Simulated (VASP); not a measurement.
# AsP2 (P6_3/mmc) in VASP: notebook

Runs on AsP2. Level: PBE. Tasks: single point, relaxation of cell and atoms.

Program: VASP 6.6.1. These are calculated values, not measurements. Logs are shortened: lines on timing, memory, paths and dates and some standing lists are left out, and cuts for length are marked.

**1. The cell of the first run**

Symmetry: P6_3/mmc, No. 194, hexagonal system. The conventional cell has a = 3.943 Å, b = 3.943 Å, c = 9.283 Å, α = 90.00°, β = 90.00°, γ = 120.00°. P (site symmetry 3m) has 1 P at 2.10 Å and 3 As at 2.61 Å within 2.8 Å. As (site symmetry -3m) has 6 P at 2.61 Å within 3.4 Å.

The cell was generated, and may not be a known phase.

**2. Single point, PBE**

INCAR

```
PREC     = Accurate       # precision mode
ENCUT    = 520            # plane-wave cutoff, eV
EDIFF    = 1E-6           # SCF threshold, eV
ISMEAR   = 0              # smearing method
SIGMA    = 0.1            # smearing width, eV
LREAL    = False          # projectors in reciprocal space
LASPH    = True           # aspherical terms in the spheres
NELM     = 100            # most SCF steps
ALGO     = Normal         # electronic algorithm
ISIF     = 2              # what is computed and relaxed
LWAVE    = False          # write WAVECAR
LCHARG   = False          # write CHGCAR
GGA      = PE             # functional
NBANDS   = 24             # bands
```

KPOINTS

```
regular mesh
0
Gamma
  12 12 4
```

POSCAR

```
AsP2
1.0
    3.9430890084      0.0000000000      0.0000000000
   -1.9715445042      3.4148152507      0.0000000000
    0.0000000000      0.0000000000      9.2831627598
P As
4 2
Direct
    0.6666666667      0.3333333333      0.3629669655
    0.3333333333      0.6666666667      0.6370330345
    0.3333333333      0.6666666667      0.8629669655
    0.6666666667      0.3333333333      0.1370330345
    0.0000000000      0.0000000000      0.5000000000
    0.0000000000      0.0000000000      0.0000000000
```

Potentials or basis: VASP PAW PBE potentials, release 64 (P, As).

Launch:

```sh
cat potpaw_PBE.64/P/POTCAR potpaw_PBE.64/As/POTCAR > POTCAR
mpirun -np 1 vasp_std > vasp.out
```

OUTCAR:

```text
PREC = Accurate
   ENCUT = 520
   EDIFF = 1E-6
   ISMEAR = 0
   LREAL = False
   LASPH = True
   NELM = 100
   ISIF = 2
   GGA = PE

 ion  position               nearest neighbor table
   1  0.667  0.333  0.363-   4 2.10   5 2.61   5 2.61   5 2.61
   2  0.333  0.667  0.637-   3 2.10   5 2.61   5 2.61   5 2.61
   3  0.333  0.667  0.863-   2 2.10   6 2.61   6 2.61   6 2.61
   4  0.667  0.333  0.137-   1 2.10   6 2.61   6 2.61   6 2.61
   5  0.000  0.000  0.500-   1 2.61   2 2.61   1 2.61   2 2.61   1 2.61   2 2.61
   6  0.000  0.000  0.000-   3 2.61   4 2.61   4 2.61   3 2.61   4 2.61   3 2.61

  LATTYP: Found a hexagonal cell.
 ALAT       =     3.9430890084
 C/A-ratio  =     2.3542868903

  Lattice vectors:

 A1 = (   3.9430890084,   0.0000000000,   0.0000000000)
 A2 = (  -1.9715445042,   3.4148152507,   0.0000000000)
 A3 = (   0.0000000000,   0.0000000000,   9.2831627598)

Analysis of symmetry for initial positions (statically):
=====================================================================
 Subroutine PRICEL returns:
 Original cell was already a primitive cell.

 Routine SETGRP: Setting up the symmetry group for a
 hexagonal supercell.

 Subroutine GETGRP returns: Found 24 space group operations
 (whereof 12 operations were pure point group operations)
 out of a pool of 24 trial point group operations.

The static configuration has the point symmetry D_3d.
 The point group associated with its full space group is D_6h.

Analysis of symmetry for dynamics (positions and initial velocities):
=====================================================================
 Subroutine PRICEL returns:
 Original cell was already a primitive cell.

 Routine SETGRP: Setting up the symmetry group for a
 hexagonal supercell.

 Subroutine GETGRP returns: Found 24 space group operations
 (whereof 12 operations were pure point group operations)
 out of a pool of 24 trial point group operations.

The dynamic configuration has the point symmetry D_3d.
 The point group associated with its full space group is D_6h.

 Subroutine INISYM returns: Found 24 space group operations
 (whereof 12 operations are pure point group operations),
 and found     1 'primitive' translations

----------------------------------------------------------------------------------------

                                     Primitive cell

  volume of cell :     124.9970

  direct lattice vectors                    reciprocal lattice vectors
     3.943089008  0.000000000  0.000000000     0.253608275  0.146420806  0.000000000
    -1.971544504  3.414815251  0.000000000     0.000000000  0.292841611  0.000000000
     0.000000000  0.000000000  9.283162760     0.000000000  0.000000000  0.107721907

  length of vectors
     3.943089008  3.943089008  9.283162760     0.292841611  0.292841611  0.107721907

  position of ions in fractional coordinates (direct lattice)
     0.666666667  0.333333333  0.362966966
     0.333333333  0.666666667  0.637033034
     0.333333333  0.666666667  0.862966966
     0.666666667  0.333333333  0.137033034
     0.000000000  0.000000000  0.500000000
     0.000000000  0.000000000  0.000000000

  ion indices of the primitive-cell ions
   primitive index   ion index
                 1           1
                 2           2
                 3           3
                 4           4
                 5           5
                 6           6

----------------------------------------------------------------------------------------

 KPOINTS: regular mesh

Automatic generation of k-mesh.
 Grid dimensions read from file:
 generate k-points for:   12   12    4

 Generating k-lattice:

  Cartesian coordinates                     Fractional coordinates (reciprocal lattice)
     0.021134023  0.012201734  0.000000000     0.083333333  0.000000000  0.000000000
     0.000000000  0.024403468  0.000000000     0.000000000  0.083333333  0.000000000
     0.000000000  0.000000000  0.026930477     0.000000000  0.000000000  0.250000000

  Length of vectors
     0.024403468  0.024403468  0.026930477

  Shift w.r.t. Gamma in fractional coordinates (k-lattice)
     0.000000000  0.000000000  0.000000000

 Subroutine IBZKPT returns following result:
 ===========================================

 Found     57 irreducible k-points:

 Following reciprocal coordinates:
            Coordinates               Weight
  0.000000  0.000000  0.000000      1.000000
  0.083333  0.000000  0.000000      6.000000
  0.166667  0.000000  0.000000      6.000000
  0.250000  0.000000  0.000000      6.000000
  0.333333  0.000000  0.000000      6.000000
  0.416667  0.000000  0.000000      6.000000
[... 16 lines left out ...]
  0.250000  0.000000  0.250000     12.000000
  0.333333  0.000000  0.250000     12.000000
 [... further k-points ...]
   k-points           NKPTS =     57   k-points in BZ     NKDIM =     57   number of bands    NBANDS=     24
   number of dos      NEDOS =    301   number of ions     NIONS =      6
[... 32 lines left out ...]
   EFERMI_NEDOS =   21; number of points for ismear=-14 and -15
   IALGO  =     38    algorithm
   IMIX   =      4    mixing-type and parameters
     AMIX     =   0.40;   BMIX     =  1.00
     AMIX_MAG =   1.60;   BMIX_MAG =  1.00
  volume/ion in A,a.u.               =      20.83       140.59
  Fermi-wavevector in a.u.,A,eV,Ry     =   1.017377  1.922564 14.082797  1.035056
  Thomas-Fermi vector in A             =   2.150775
   LORBIT       =      0    0 simple, 1 ext, 2 COOP (PROOUT), +10 PAW based schemes
   GGA     = PE    functional components
   LHFCALC =     F    Hartree Fock is set to
   AEXX    =    0.0000 exact exchange contribution
   IVDW    =     0    specifies the selected vdW correction
   LEPSILON=     F    determine dielectric tensor
   LRPA    =     F    only Hartree local field effects (RPA)
 non-spin polarized calculation
 Gauss-broadening in eV      SIGMA  =   0.10
  energy-cutoff  :      520.00
  volume of cell :      125.00
 maximum number of plane-waves:      3406
 NGX is ok and might be reduce to    30
   NGX = 15   NGY = 15   NGZ = 35

 number of electron      30.0000003 magnetization

 Free energy of the ion-electron system (eV)
  ---------------------------------------------------
  ext. energy  EPLUGINS =         0.00000000
  ---------------------------------------------------
  free energy    TOTEN  =       -29.25976848 eV

  energy without entropy =      -29.24735518  energy(sigma->0) =      -29.25356183

 E-fermi :   5.2691     XC(G=0):  -9.6390

 val. band max:        5.2619890631   @ k =   0.3333   0.0833   0.0000
 cond. band min:       5.2804055622   @ k =   0.1667   0.0000   0.2500
 fundamental gap:      0.0184164991
 Fermi energy:         5.2691434101

 k-point     1 :       0.0000    0.0000    0.0000
  band No.  band energies     occupation
      1      -9.3149      2.00000
      2      -8.3590      2.00000
      3      -7.1626      2.00000
      4      -3.9826      2.00000
      5      -3.1014      2.00000
      6       1.2098      2.00000
[... 16 lines left out ...]
     23       9.2239      0.00000
     24      10.1050      0.00000

 k-point     2 :       0.0833    0.0000    0.0000
  band No.  band energies     occupation
      1      -9.2450      2.00000
      2      -8.2839      2.00000
      3      -7.1287      2.00000
      4      -4.0244      2.00000
      5      -3.0631      2.00000
      6       0.6114      2.00000
[... 16 lines left out ...]
     23       9.2513      0.00000
     24      10.3049      0.00000

 k-point     3 :       0.1667    0.0000    0.0000
  band No.  band energies     occupation
      1      -9.0374      2.00000
      2      -8.0609      2.00000
      3      -7.0352      2.00000
      4      -4.1697      2.00000
      5      -2.9690      2.00000
      6      -0.4734      2.00000
[... 16 lines left out ...]
     23       9.4898      0.00000
     24       9.9109      0.00000
[... 514 lines left out ...]
 k-point    23 :       0.2500    0.0000    0.2500
  band No.  band energies     occupation
      1      -8.6174      2.00000
      2      -7.9967      2.00000
      3      -6.4766      2.00000
      4      -4.9104      2.00000
      5      -2.5902      2.00000
      6      -1.6608      2.00000
[... 16 lines left out ...]
     23       9.4658      0.00000
     24      10.2549      0.00000

 k-point    24 :       0.3333    0.0000    0.2500
  band No.  band energies     occupation
      1      -8.1732      2.00000
      2      -7.5690      2.00000
      3      -6.3684      2.00000
      4      -5.1489      2.00000
      5      -3.1682      2.00000
      6      -2.2463      2.00000
[... 16 lines left out ...]
     23      10.0998      0.00000
     24      10.4941      0.00000

 [... further k-points ...]

------------------------ aborting loop because EDIFF is reached ----------------------------------------

  FORCE on cell =-STRESS in cart. coord.  units (eV):
  Direction    XX          YY          ZZ          XY          YZ          ZX
  --------------------------------------------------------------------------------------
  -------------------------------------------------------------------------------------
  Total        0.0380636      0.0380636     -0.1858659     -0.0000000      0.0000000      0.0000000
  in kB        0.4878889      0.4878889     -2.3823768     -0.0000000      0.0000000      0.0000000
  external PRESSURE =      -0.4688664 kB  Pullay stress =       0.0000000 kB

 VOLUME and BASIS-vectors are now :
 -----------------------------------------------------------------------------
  energy-cutoff  :      520.00
  volume of cell :      125.00
      direct lattice vectors                 reciprocal lattice vectors
     3.943089008  0.000000000  0.000000000     0.253608275  0.146420806  0.000000000
    -1.971544504  3.414815251  0.000000000     0.000000000  0.292841611  0.000000000
     0.000000000  0.000000000  9.283162760     0.000000000  0.000000000  0.107721907

 POSITION                                       TOTAL-FORCE (eV/Angst)
 -----------------------------------------------------------------------------------
      1.97154      1.13827      3.36948         0.000000     -0.000000     -0.047758
     -0.00000      2.27654      5.91368        -0.000000      0.000000      0.047758
     -0.00000      2.27654      8.01106        -0.000000      0.000000     -0.047758
      1.97154      1.13827      1.27210         0.000000     -0.000000      0.047758
      0.00000      0.00000      4.64158        -0.000000      0.000000      0.000000
      0.00000      0.00000      0.00000         0.000000      0.000000      0.000000
 -----------------------------------------------------------------------------------
    total drift:                                0.000000      0.000000     -0.000000

  FREE ENERGIE OF THE ION-ELECTRON SYSTEM (eV)
  ---------------------------------------------------
  free  energy   TOTEN  =       -29.2597684813 eV

  energy  without entropy=      -29.2473551767  energy(sigma->0) =      -29.25356183
```

Wall time 73 s (1 thread of Intel Xeon 6975P-C (Granite Rapids), shared host); peak memory 0.31 GiB.

What came out:

```yaml
Free_energy: -29.2598 eV
Pressure: 0.0 GPa
Largest_force: 0.048 eV/Å
Band_gap_on_the_k_mesh: zero (bands 15 and 16 overlap by 1.82 eV)
```

Forces in eV/Å, atoms in the order of the input:
```
P    0.000  0.000 -0.048
P    0.000  0.000  0.048
P    0.000  0.000 -0.048
P    0.000  0.000  0.048
As   0.000  0.000  0.000
As   0.000  0.000  0.000
```

Levels at points of the mesh, in eV from the Fermi level:
| k point | band 12 | band 13 | band 14 | band 15 | band 16 | band 17 | band 18 | band 19 |
| --- | --- | --- | --- | --- | --- | --- | --- | --- |
| (0.00, 0.00, 0.00) | -2.01 | -2.01 | -1.72 | -0.09 | -0.09 | 0.41 | 1.07 | 1.07 |
| (0.50, 0.00, 0.00) | -2.73 | -2.29 | -1.92 | 0.49 | 0.95 | 1.37 | 1.67 | 2.32 |
| (0.00, 0.00, 0.50) | -1.91 | -1.07 | -1.07 | -1.07 | -1.07 | 0.62 | 0.62 | 2.50 |
| (0.50, 0.00, 0.50) | -3.56 | -0.78 | -0.78 | -0.75 | -0.75 | 1.83 | 1.83 | 3.20 |

**3. Relaxation of cell and atoms, PBE**

This run uses another cell than the first one, of 20.53 Å³/atom.

INCAR

```
SYSTEM = AsP2
PREC = Accurate
ENCUT = 600
EDIFF = 1E-6
ISMEAR = 0
SIGMA = 0.1
LREAL = .False.
LASPH = .True.
NELM = 80
ALGO = Normal
ISIF = 3
LWAVE = .False.
LCHARG = .False.
GGA = PE
IBRION = 2
NSW = 100
EDIFFG = -0.01
```

KPOINTS

```
regular mesh
0
Gamma
  12 12 4
  0 0 0
```

POSCAR

```
AsP2
1.0
    3.8680913784      0.0000000000      0.0000000000
   -1.9340456892      3.3498653979      0.0000000000
    0.0000000000      0.0000000000      9.5078558820
P As
4 2
Direct
    0.6666666667      0.3333333333      0.3595316352
    0.3333333333      0.6666666667      0.6404683648
    0.3333333333      0.6666666667      0.8595316352
    0.6666666667      0.3333333333      0.1404683648
    0.0000000000      0.0000000000      0.5000000000
    0.0000000000      0.0000000000      0.0000000000
```

Potentials or basis: VASP PAW PBE potentials, release 64 (P, As).

Launch:

```sh
cat potpaw_PBE.64/P/POTCAR potpaw_PBE.64/As/POTCAR > POTCAR
mpirun -np 1 vasp_std > vasp.out
```

It took 4.1 min on 1 thread of Intel Xeon 6975P-C (Granite Rapids), shared host; peak memory 0.37 GiB.

The run converged. Its results:

```
Free energy                           : -29.2605 eV
Relaxed volume                        : 20.83 Å³/atom
Relaxed cell                          : a = 3.945 Å, b = 3.945 Å, c = 9.277 Å, α = 90.00°, β = 90.00°, γ = 120.00°
Space group after relaxing (to 0.1 Å) : P6_3/mmc (No. 194)
Energy gained by relaxing             : 6.1 meV/atom
Ionic steps                           : 8
Pressure after relaxing               : 0.0 GPa
Band gap on the k mesh                : zero (bands 15 and 16 overlap by 1.83 eV)
```

Step by step:
```tsv
step	energy change (eV)	largest force (eV/Å)	pressure (GPa)	volume (Å³)
1	0.0000	0.2727	0.56	123.20
2	-0.0176	0.0137	-0.21	124.48
3	-0.0199	0.1651	-0.63	125.22
4	-0.0302	0.0937	-0.46	125.30
5	-0.0362	0.0070	-0.22	125.38
6	-0.0365	0.0305	-0.17	125.40
7	-0.0367	0.0150	-0.08	125.20
8	-0.0368	0.0002	0.00	125.01
```

Final structure:
```cif
data_structure
_symmetry_space_group_name_H-M 'P 1'
_symmetry_Int_Tables_number 1
_cell_length_a 3.9445
_cell_length_b 3.9445
_cell_length_c 9.2773
_cell_angle_alpha 90.000
_cell_angle_beta 90.000
_cell_angle_gamma 120.000
_cell_volume 125.01
loop_
_atom_site_label
_atom_site_type_symbol
_atom_site_fract_x
_atom_site_fract_y
_atom_site_fract_z
_atom_site_occupancy
P1 P 0.66667 0.33333 0.36285 1
P2 P 0.33333 0.66667 0.63715 1
P3 P 0.33333 0.66667 0.86285 1
P4 P 0.66667 0.33333 0.13715 1
As1 As 0.00000 0.00000 0.50000 1
As2 As 0.00000 0.00000 0.00000 1
```

Levels at points of the mesh, in eV from the Fermi level:
```
           k point  band 11  band 12  band 13  band 14  band 15  band 16  band 17  band 18  band 19
(0.00, 0.00, 0.00)    -2.09    -2.01    -2.01    -1.72    -0.09    -0.09     0.40     1.06     1.06
(0.50, 0.00, 0.00)    -3.78    -2.73    -2.30    -1.93     0.50     0.96     1.38     1.66     2.31
(0.00, 0.00, 0.50)    -1.91    -1.91    -1.07    -1.07    -1.07    -1.07     0.62     0.62     2.50
(0.50, 0.00, 0.50)    -3.56    -3.56    -0.78    -0.78    -0.75    -0.75     1.84     1.84     3.20
```

**4. Single point, PBE**

This run uses another cell than the first one, of 15.11 Å³/atom.

INCAR

```
SYSTEM = AsP2
PREC = Accurate
ENCUT = 520
EDIFF = 1E-7
ISMEAR = 0
SIGMA = 0.1
LREAL = .FALSE.
LASPH = .TRUE.
NELM = 80
ALGO = Normal
ISIF = 2
LWAVE = .FALSE.
LCHARG = .TRUE.
GGA = PE
LELF = .TRUE.
LVHAR = .TRUE.
NBANDS = 24
```

KPOINTS

```
Automatic mesh
0
G
  6 6 2
  0 0 0
```

POSCAR

```
AsP2
1.0
    3.4521497300      0.0000000000      0.0000000000
   -1.7260748700      2.9896493700      0.0000000000
    0.0000000000      0.0000000000      8.7870091200
P As
4 2
Direct
    0.6666666700      0.3333333300      0.3797952800
    0.3333333300      0.6666666700      0.6202047200
    0.3333333300      0.6666666700      0.8797952800
    0.6666666700      0.3333333300      0.1202047200
    0.0000000000      0.0000000000      0.5000000000
    0.0000000000      0.0000000000      0.0000000000
```

Launch:

```sh
cat potpaw_PBE.64/P/POTCAR potpaw_PBE.64/As/POTCAR > POTCAR
mpirun -np 1 vasp_std > vasp.out
```

It took 51 s on 1 thread of Oxide Virtual Turin-like, shared host; peak memory 0.18 GiB.

The run converged. Its results:

| Quantity | Value |
| --- | --- |
| Free energy | -24.2969 eV |
| Pressure | 42.7 GPa |
| Largest force | 4.979 eV/Å |
| Band gap on the k mesh | zero (bands 15 and 16 overlap by 2.32 eV) |

Forces on the atoms (eV/Å):
```
P    0.000  0.000 -4.979
P    0.000  0.000  4.979
P    0.000  0.000 -4.979
P    0.000  0.000  4.979
As   0.000  0.000  0.000
As   0.000  0.000  0.000
```

Stress tensor (GPa, compression positive):
```
51.37  0.00  0.00
 0.00 51.37  0.00
 0.00  0.00 25.38
```

Levels at points of the mesh, in eV from the Fermi level:
```csv
k point,band 11,band 12,band 13,band 14,band 15,band 16,band 17,band 18,band 19,band 20
"(0.00, 0.00, 0.00)",-2.56,-2.56,-1.64,-1.64,-1.46,-0.59,0.56,0.69,1.23,1.87
"(0.50, 0.00, 0.00)",-5.89,-3.62,-2.60,-1.91,-1.43,0.26,1.31,1.81,3.09,3.63
"(0.00, 0.00, 0.50)",-2.12,-2.12,-2.12,-2.12,-0.50,-0.50,0.93,0.93,2.73,2.73
"(0.50, 0.00, 0.50)",-4.28,-4.28,-1.67,-1.67,-1.03,-1.03,0.76,0.76,3.44,3.44
```

Caveat: the stress differs along the axes, from 25 to 51 GPa; forces of over 1 eV/Å act on the atoms, so gaps and moduli don't describe the material at rest.

**5. Summary**

```tsv
task	cell	k mesh	cutoff (eV)	gap on the mesh (eV)	pressure (GPa)	largest force (eV/Å)
single point	a = 3.943, b = 3.943, c = 9.283 Å, angles 90.0, 90.0, 120.0°, 6 atoms, atomic positions A	12 × 12 × 4	520	none	0.0	0.05
relaxation of cell and atoms	relaxed from a = 3.868, b = 3.868, c = 9.508 Å, angles 90.0, 90.0, 120.0°, 6 atoms, atomic positions B	12 × 12 × 4	600	none	0.0	-
single point	a = 3.452, b = 3.452, c = 8.787 Å, angles 90.0, 90.0, 120.0°, 6 atoms, atomic positions C	6 × 6 × 2	520	none	42.7	4.98
```

Alike in all rows: level PBE; potentials or basis VASP PAW PBE potentials, release 64 (P, As); no spin polarisation; smearing gaussian 0.1 eV.

Caveats: the stress differs along the axes, from 25 to 51 GPa (at least some runs); forces of over 1 eV/Å act on the atoms, so gaps and moduli don't describe the material at rest (at least some runs).

Absolute energies hang on the potentials; compare differences alone.

The gap in the log of VASP goes by the Fermi energy; the results here count the filled bands.